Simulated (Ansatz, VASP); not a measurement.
SnO2: VASP beside Ansatz

Contents of INCAR:

```
SYSTEM = SnO2
ALGO     = Normal         ! electronic algorithm
EDIFF    = 1E-6           ! SCF threshold, eV
ENCUT    = 520            ! plane-wave cutoff, eV
GGA      = PE             ! functional
ISIF     = 2              ! what is computed and relaxed
ISMEAR   = 0              ! smearing method
LASPH    = .True.         ! aspherical terms in the spheres
LCHARG   = .True.         ! write CHGCAR
LELF     = .True.         ! ELF
LREAL    = Auto         
LVHAR    = .True.       
LWAVE    = .False.        ! write WAVECAR
NBANDS   = 180            ! bands
NELM     = 60             ! most SCF steps
PREC     = Accurate       ! precision mode
SIGMA    = 0.05           ! smearing width, eV
```

The input KPOINTS:

```
k-points
0
Gamma
  2 2 1
  0 0 0
```

POSCAR

```
SnO2
1.0
   -5.3733100000      5.3733100000      1.6162330000
   -5.3733100000     -5.3733100000      1.6162330000
    0.0000000000      0.0000000000      9.6973980000
Sn O
12 24
Direct
    0.1821430000      0.4799910000      0.0563110000
    0.1821440000      0.4799910000      0.3896440000
    0.1821450000      0.4799910000      0.7229770000
    0.4799900000      0.8178560000      0.1170260000
    0.4799910000      0.8178560000      0.4503590000
    0.4799920000      0.8178560000      0.7836920000
    0.5200080000      0.1821440000      0.2163080000
    0.5200090000      0.1821440000      0.5496410000
    0.5200100000      0.1821440000      0.8829740000
    0.8178580000      0.5200090000      0.2770220000
    0.8178560000      0.5200090000      0.6103560000
    0.8178570000      0.5200090000      0.9436890000
    0.7040060000      0.3819160000      0.1523460000
    0.7040040000      0.3819160000      0.4856800000
    0.7040050000      0.3819160000      0.8190130000
    0.3819140000      0.2959950000      0.0536820000
    0.3819150000      0.2959950000      0.3870150000
    0.3819160000      0.2959950000      0.7203480000
    0.6180840000      0.7040050000      0.2796520000
    0.6180850000      0.7040050000      0.6129850000
    0.6180860000      0.7040050000      0.9463180000
    0.2959950000      0.6180840000      0.1809870000
    0.2959960000      0.6180840000      0.5143200000
    0.2959940000      0.6180840000      0.8476540000
    0.0506750000      0.3605300000      0.2647990000
    0.0506730000      0.3605300000      0.5981330000
    0.0506740000      0.3605300000      0.9314660000
    0.3605320000      0.9493270000      0.2816900000
    0.3605300000      0.9493270000      0.6150240000
    0.3605310000      0.9493270000      0.9483570000
    0.9493260000      0.6394700000      0.0685340000
    0.9493270000      0.6394700000      0.4018670000
    0.9493280000      0.6394700000      0.7352000000
    0.6394690000      0.0506730000      0.0516430000
    0.6394700000      0.0506730000      0.3849760000
    0.6394710000      0.0506730000      0.7183090000
```

Input for Ansatz:

```yaml
crystal:
  lattice:
    - [-5.37331, 5.37331, 1.616233]
    - [-5.37331, -5.37331, 1.616233]
    - [0.0, 0.0, 9.697398]
  atoms:
    - { symbol: Sn, position: [0.182143, 0.479991, 0.056311] }
    - { symbol: Sn, position: [0.182144, 0.479991, 0.389644] }
    - { symbol: Sn, position: [0.182145, 0.479991, 0.722977] }
    - { symbol: Sn, position: [0.47999, 0.817856, 0.117026] }
    - { symbol: Sn, position: [0.479991, 0.817856, 0.450359] }
    - { symbol: Sn, position: [0.479992, 0.817856, 0.783692] }
    - { symbol: Sn, position: [0.520008, 0.182144, 0.216308] }
    - { symbol: Sn, position: [0.520009, 0.182144, 0.549641] }
    - { symbol: Sn, position: [0.52001, 0.182144, 0.882974] }
    - { symbol: Sn, position: [0.817858, 0.520009, 0.277022] }
    - { symbol: Sn, position: [0.817856, 0.520009, 0.610356] }
    - { symbol: Sn, position: [0.817857, 0.520009, 0.943689] }
    - { symbol: O, position: [0.704006, 0.381916, 0.152346] }
    - { symbol: O, position: [0.704004, 0.381916, 0.48568] }
    - { symbol: O, position: [0.704005, 0.381916, 0.819013] }
    - { symbol: O, position: [0.381914, 0.295995, 0.053682] }
    - { symbol: O, position: [0.381915, 0.295995, 0.387015] }
    - { symbol: O, position: [0.381916, 0.295995, 0.720348] }
    - { symbol: O, position: [0.618084, 0.704005, 0.279652] }
    - { symbol: O, position: [0.618085, 0.704005, 0.612985] }
    - { symbol: O, position: [0.618086, 0.704005, 0.946318] }
    - { symbol: O, position: [0.295995, 0.618084, 0.180987] }
    - { symbol: O, position: [0.295996, 0.618084, 0.51432] }
    - { symbol: O, position: [0.295994, 0.618084, 0.847654] }
    - { symbol: O, position: [0.050675, 0.36053, 0.264799] }
    - { symbol: O, position: [0.050673, 0.36053, 0.598133] }
    - { symbol: O, position: [0.050674, 0.36053, 0.931466] }
    - { symbol: O, position: [0.360532, 0.949327, 0.28169] }
    - { symbol: O, position: [0.36053, 0.949327, 0.615024] }
    - { symbol: O, position: [0.360531, 0.949327, 0.948357] }
    - { symbol: O, position: [0.949326, 0.63947, 0.068534] }
    - { symbol: O, position: [0.949327, 0.63947, 0.401867] }
    - { symbol: O, position: [0.949328, 0.63947, 0.7352] }
    - { symbol: O, position: [0.639469, 0.050673, 0.051643] }
    - { symbol: O, position: [0.63947, 0.050673, 0.384976] }
    - { symbol: O, position: [0.639471, 0.050673, 0.718309] }
basis:
  ecutwfc: 420
  fft_grid_basis: typed
kpoints:
  mp_grid: { grid: [2, 2, 1] }
hamiltonian:
  xc: pbe
  pseudopotentials: { kind: paw }
scf:
  occupations: { method: gaussian, width: 0.05 }
output:
  forces: true
  stress: false
  eigenvalues: true
  bader: false
  write_density: true
  volumetric_format: npy
```

Alike in both runs: task single point; functional PBE; k mesh 2 × 2 × 1; occupations gaussian, width 0.05 eV; no spin polarisation.

|  | VASP | Ansatz |
| --- | --- | --- |
| version | VASP 6.6.1 | Ansatz 0.2.0 |
| potentials or method | VASP PAW PBE potentials, release 64 (Sn_d, O), cutoff 520 eV | scalar-relativistic, plane waves, PAW |
| valence electrons in the cell | 312 | 312 |

VASP gave:

```
gap on the k mesh at the Fermi level (eV) : 1.76
rms of the force components (eV/Å)        : 0.092
```

Question: What did Ansatz give for the same quantities?

Answer: gap on the k mesh at the Fermi level (eV): 1.78; rms of the force components (eV/Å): 0.105.

Atom by atom the forces differ by 0.018 eV/Å (rms over components). With one functional, cell and mesh, what is left measures potentials, basis and numerics. Ansatz's warnings: structure snapped to symmetry.

The k mesh is coarse, so the values compare programs but aren't converged.
